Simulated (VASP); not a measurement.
# Ti3H in VASP: a series of runs, part 2 of 2

VASP 6.6.1. The steps go on from the part before.

**4. Single point, PBE**

INCAR

```
SYSTEM = Ti3H
PREC = Accurate
ENCUT = 520
EDIFF = 1E-6
ISMEAR = 0
SIGMA = 0.1
LREAL = .FALSE.
LASPH = .TRUE.
NELM = 60
ALGO = Normal
ISIF = 2
LWAVE = .FALSE.
LCHARG = .FALSE.
LDIPOL = .TRUE.
IDIPOL = 3
DIPOL = 0.5 0.5 0.325
GGA = PE
NBANDS = 47
```

KPOINTS

```
regular mesh
0
G
  6 6 1
  0 0 0
```

POSCAR

```
Ti3H
1.0
    4.6039800811      0.0000000000      0.0000000000
   -2.3019900405      3.9871637087      0.0000000000
    0.0000000000      0.0000000000     22.4969948581
Ti H
6 2
Direct
    0.6666666667      0.3333333333      0.1778015253
    0.3333333333      0.6666666667      0.2195752601
    0.0000000000      0.0000000000      0.2613489950
    0.6666666667      0.3333333333      0.2980583739
    0.3333333333      0.6666666667      0.3304600279
    0.0000000000      0.0000000000      0.3776946615
    0.2757109188      0.7242890812      0.4688179432
    0.3909557479      0.6090442521      0.4688179432
```

Potentials or basis: VASP PAW PBE potentials, release 64 (Ti_sv, H).

The run is started by

```bash
$ cat potpaw_PBE.64/Ti_sv/POTCAR potpaw_PBE.64/H/POTCAR > POTCAR
$ mpirun -np 1 vasp_std > vasp.out
```

OUTCAR:

```text
SYSTEM = Ti3H
   PREC = Accurate
   ENCUT = 520
   EDIFF = 1E-6
   ISMEAR = 0
   LREAL = .FALSE.
   LASPH = .TRUE.
   NELM = 60
   ISIF = 2
   GGA = PE

 ion  position               nearest neighbor table
   1  0.667  0.333  0.178-   4 2.71   2 2.82   2 2.82   2 2.82
   2  0.333  0.667  0.220-   5 2.49   1 2.82   1 2.82   3 2.82   1 2.82   3 2.82   3 2.82
   3  0.000  0.000  0.261-   6 2.62   4 2.78   4 2.78   4 2.78   2 2.82   2 2.82   2 2.82
   4  0.667  0.333  0.298-   1 2.71   5 2.76   5 2.76   5 2.76   3 2.78   3 2.78   3 2.78
   5  0.333  0.667  0.330-   2 2.49   4 2.76   4 2.76   4 2.76   6 2.86   6 2.86   6 2.86
   6  0.000  0.000  0.378-   3 2.62   5 2.86   5 2.86   5 2.86
   7  0.276  0.724  0.469-
   8  0.391  0.609  0.469-

  LATTYP: Found a hexagonal cell.
 ALAT       =     4.6039800811
 C/A-ratio  =     4.8864231517

  Lattice vectors:

 A1 = (   4.6039800811,   0.0000000000,   0.0000000000)
 A2 = (  -2.3019900405,   3.9871637087,   0.0000000000)
 A3 = (   0.0000000000,   0.0000000000,  22.4969948581)

Analysis of symmetry for initial positions (statically):
=====================================================================
 Subroutine PRICEL returns:
 Original cell was already a primitive cell.

 Routine SETGRP: Setting up the symmetry group for a
 hexagonal supercell.

 Subroutine GETGRP returns: Found  2 space group operations
 (whereof  2 operations were pure point group operations)
 out of a pool of 24 trial point group operations.

The static configuration has the point symmetry C_1h.

Analysis of symmetry for dynamics (positions and initial velocities):
=====================================================================
 Subroutine PRICEL returns:
 Original cell was already a primitive cell.

 Routine SETGRP: Setting up the symmetry group for a
 hexagonal supercell.

 Subroutine GETGRP returns: Found  2 space group operations
 (whereof  2 operations were pure point group operations)
 out of a pool of 24 trial point group operations.

The dynamic configuration has the point symmetry C_1h.

 Subroutine INISYM returns: Found  2 space group operations
 (whereof  2 operations are pure point group operations),
 and found     1 'primitive' translations

----------------------------------------------------------------------------------------

                                     Primitive cell

  volume of cell :     412.9733

  direct lattice vectors                    reciprocal lattice vectors
     4.603980081  0.000000000  0.000000000     0.217203372  0.125402426  0.000000000
    -2.301990040  3.987163709  0.000000000     0.000000000  0.250804851  0.000000000
     0.000000000  0.000000000 22.496994858     0.000000000  0.000000000  0.044450381

  length of vectors
     4.603980081  4.603980081 22.496994858     0.250804851  0.250804851  0.044450381

  position of ions in fractional coordinates (direct lattice)
     0.666666667  0.333333333  0.177801525
     0.333333333  0.666666667  0.219575260
     0.000000000  0.000000000  0.261348995
     0.666666667  0.333333333  0.298058374
[... 56 lines left out ...]
  0.333333  0.333333  0.000000      2.000000
   k-points           NKPTS =     13   k-points in BZ     NKDIM =     13   number of bands    NBANDS=     47
   number of dos      NEDOS =    301   number of ions     NIONS =      8
   total plane-waves  NPLWV = 217728
   dimension x,y,z NGX =    36 NGY =   36 NGZ =  168
   dimension x,y,z NGXF=    72 NGYF=   72 NGZF=  336
   ions per type =               6   2
   NGX,Y,Z   is equivalent  to a cutoff of  13.00, 13.00, 12.41 a.u.
   NGXF,Y,Z  is equivalent  to a cutoff of  26.00, 26.00, 24.83 a.u.
 SYSTEM =  Ti3H
   PREC   = accura    normal or accurate (medium, high low for compatibility)
   ISTART =      0    job   : 0-new  1-cont  2-samecut
   ICHARG =      2    charge: 1-file 2-atom 10-const
   ISPIN  =      1    spin polarized calculation?
   LNONCOLLINEAR =      F non collinear calculations
   LSORBIT =      F    spin-orbit coupling
   LASPH  =      T    aspherical Exc in radial PAW
   ENCUT  =  520.0 eV  38.22 Ry    6.18 a.u.   8.56  8.56 41.83*2*pi/ulx,y,z
   NELM   =     60;   NELMIN=  2; NELMDL= -5     # of ELM steps
   EDIFF  = 0.1E-05   stopping-criterion for ELM
   LREAL  =      F    real-space projection
   EDIFFG = 0.1E-04   stopping-criterion for IOM
   NSW    =      0    number of steps for IOM
   IBRION =     -1    ionic relax: 0-MD 1-quasi-New 2-CG
   NFREE  =      0    steps in history (QN), initial steepest desc. (CG)
   ISIF   =      2    stress and relaxation
   ISYM   =      2    0-nonsym 1-usesym 2-fastsym
   POTIM  = 0.5000    time-step for ionic-motion
   TEBEG  =    0.0;   TEEND  =   0.0 temperature during run
   PSTRESS=    0.0 pullay stress
   NELECT =      74.0000    total number of electrons
   NUPDOWN=      -1.0000    fix difference up-down
   EMIN   =  10.00;   EMAX   =-10.00  energy-range for DOS
   EFERMI =   0.00;   METHOD = LEGACY
   ISMEAR =     0;   SIGMA  =   0.10  broadening in eV -4-tet -1-fermi 0-gaus
   EFERMI_NEDOS =   21; number of points for ismear=-14 and -15
   IALGO  =     38    algorithm
   IMIX   =      4    mixing-type and parameters
     AMIX     =   0.40;   BMIX     =  1.00
     AMIX_MAG =   1.60;   BMIX_MAG =  1.00
  volume/ion in A,a.u.               =      51.62       348.36
  Fermi-wavevector in a.u.,A,eV,Ry     =   0.922950  1.744122 11.589936  0.851836
  Thomas-Fermi vector in A             =   2.048533
   LORBIT       =      0    0 simple, 1 ext, 2 COOP (PROOUT), +10 PAW based schemes
   GGA     = PE    functional components
   LHFCALC =     F    Hartree Fock is set to
   AEXX    =    0.0000 exact exchange contribution
   IVDW    =     0    specifies the selected vdW correction
   LEPSILON=     F    determine dielectric tensor
   LRPA    =     F    only Hartree local field effects (RPA)
 non-spin polarized calculation
 Gauss-broadening in eV      SIGMA  =   0.10
  energy-cutoff  :      520.00
  volume of cell :      412.97
 maximum number of plane-waves:     11163
 NGX is ok and might be reduce to    36
   NGX = 17   NGY = 17   NGZ = 83

 dipolmoment           0.000000      0.000000      0.110437 electrons x Angstroem

 number of electron      73.9999981 magnetization

 dipolmoment           0.000000      0.000000     -0.031421 electrons x Angstroem

 Free energy of the ion-electron system (eV)
  ---------------------------------------------------
  ext. energy  EPLUGINS =         0.00000000
  ---------------------------------------------------
  free energy    TOTEN  =       -48.08702262 eV

  energy without entropy =      -48.01699907  energy(sigma->0) =      -48.05201085

 E-fermi :  -0.2062     XC(G=0):  -4.1253

 val. band max:       -0.2202066045   @ k =   0.3333   0.3333   0.0000
 cond. band min:      -0.1921158630   @ k =   0.0000   0.0000   0.0000
 fundamental gap:      0.0280907415
 Fermi energy:        -0.2062015606

 k-point     1 :       0.0000    0.0000    0.0000
  band No.  band energies     occupation
      1     -57.2691      2.00000
      2     -57.2157      2.00000
      3     -56.6903      2.00000
      4     -56.5727      2.00000
      5     -56.5284      2.00000
      6     -56.4105      2.00000
[... 639 lines left out ...]
     46       1.1806      0.00000
     47       1.2587      0.00000

------------------------ aborting loop because EDIFF is reached ----------------------------------------

 vacuum level on the upper side and lower side of the slab       (xc-potential included)        -0.325        -0.012

  FORCE on cell =-STRESS in cart. coord.  units (eV):
  Direction    XX          YY          ZZ          XY          YZ          ZX
  --------------------------------------------------------------------------------------
  -------------------------------------------------------------------------------------
  Total       -5.4691404     -4.2016900     -1.2863570      1.0976443     -0.0683601      0.1184031
  in kB      -21.2181564    -16.3009373     -4.9905694      4.2584366     -0.2652106      0.4593585
  external PRESSURE =     -14.1698877 kB  Pullay stress =       0.0000000 kB

 VOLUME and BASIS-vectors are now :
 -----------------------------------------------------------------------------
  energy-cutoff  :      520.00
  volume of cell :      412.97
      direct lattice vectors                 reciprocal lattice vectors
     4.603980081  0.000000000  0.000000000     0.217203372  0.125402426  0.000000000
    -2.301990040  3.987163709  0.000000000     0.000000000  0.250804851  0.000000000
     0.000000000  0.000000000 22.496994858     0.000000000  0.000000000  0.044450381

 POSITION                                       TOTAL-FORCE (eV/Angst)
 -----------------------------------------------------------------------------------
      2.30199      1.32905      4.00000         0.010394     -0.006001      0.129345
     -0.00000      2.65811      4.93978        -0.009414      0.005435      0.478295
      0.00000      0.00000      5.87957        -0.009818      0.005668     -0.439410
      2.30199      1.32905      6.70542        -0.001346      0.000777     -0.002599
     -0.00000      2.65811      7.43436         0.000629     -0.000363      0.107623
      0.00000      0.00000      8.49699        -0.041277      0.023832     -0.279443
     -0.39794      2.88786     10.54699         2.568131     -1.482711      0.008048
      0.39794      2.42836     10.54699        -2.517299      1.453363     -0.001858
 -----------------------------------------------------------------------------------
    total drift:                                0.000044     -0.000026      0.000676

  FREE ENERGIE OF THE ION-ELECTRON SYSTEM (eV)
  ---------------------------------------------------
  free  energy   TOTEN  =       -48.0870226223 eV

  energy  without entropy=      -48.0169990688  energy(sigma->0) =      -48.05201085

 vacuum level on the upper side and lower side of the slab         2.791         3.113
```

Run time: 5.2 min. Hardware: 1 thread of AMD EPYC 9R45 (Zen 5), shared host; peak memory 0.52 GiB.

Results:

| Quantity | Value |
| --- | --- |
| Free energy | -48.0870 eV |
| Largest force | 2.965 eV/Å |
| Band gap on the k mesh | zero (bands 37 and 38 overlap by 0.24 eV) |

Forces in eV/Å, atoms in the order of the input:
```
Ti   0.010 -0.006  0.129
Ti  -0.009  0.005  0.478
Ti  -0.010  0.006 -0.439
Ti  -0.001  0.001 -0.003
Ti   0.001  0.000  0.108
Ti  -0.041  0.024 -0.279
H    2.568 -1.483  0.008
H   -2.517  1.453 -0.002
```

**5. Summary**

| cell | gap on the mesh (eV) | largest force (eV/Å) |
| --- | --- | --- |
| as given, atomic positions A | none | 0.94 |
| as given, atomic positions B | none | 1.60 |
| as given, atomic positions C | none | 2.97 |

Alike in all rows: task single point; level PBE; potentials or basis VASP PAW PBE potentials, release 64 (Ti_sv, H); no spin polarisation; k mesh 6 × 6 × 1; cutoff (eV) 520; smearing gaussian 0.1 eV.

Absolute energies hang on the potentials; compare differences alone.

The gap in the log of VASP goes by the Fermi energy; the results here count the filled bands.